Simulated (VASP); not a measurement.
Crystal: BaTiO3.

```
Ba Ti O
1.0
     3.97237    0.00000    0.00000
     0.00000    3.97237    0.00000
     0.00000    0.00000    4.11223
Ba Ti O
1 1 3
Direct
  0.00000 0.00000 0.99564
  0.50000 0.50000 0.47753
  0.50000 0.50000 0.03455
  0.50000 0.00000 0.51764
  0.00000 0.50000 0.51764
```

Base run:

- Program: VASP 6.6.1
- Functional: r2SCAN
- Potentials or basis: VASP PAW PBE potentials, release 64 (Ba_sv, Ti_sv, O)
- Cutoff: 520 eV
- k mesh: 6 × 6 × 6
- Occupations: gaussian, width 0.01 eV
- Spin: no spin polarisation

Its results: band gap on the k mesh 2.21 eV (least direct gap 2.71 eV); pressure 1.9 GPa; largest force 0.164 eV/Å.

Task: The run is repeated on the same cell with these changes: functional from r2SCAN to PBE; further incar settings from ALGO = Normal; EDIFF = 1e-07; NBANDS = 28 to ALGO = Normal; EDIFF = 1e-06; NBANDS = 28. What comes out?

Result: Band gap on the k mesh 1.81 eV (least direct gap 2.30 eV); pressure 4.9 GPa; largest force 0.200 eV/Å.

Caveats: spin-orbit coupling is left out, which moves the levels of the heavy elements; the PAW data sets were made with another functional, which shifts forces and pressure a little (at least some runs); the cell stands under pressure (at least some runs).

A k mesh can miss the band edges.
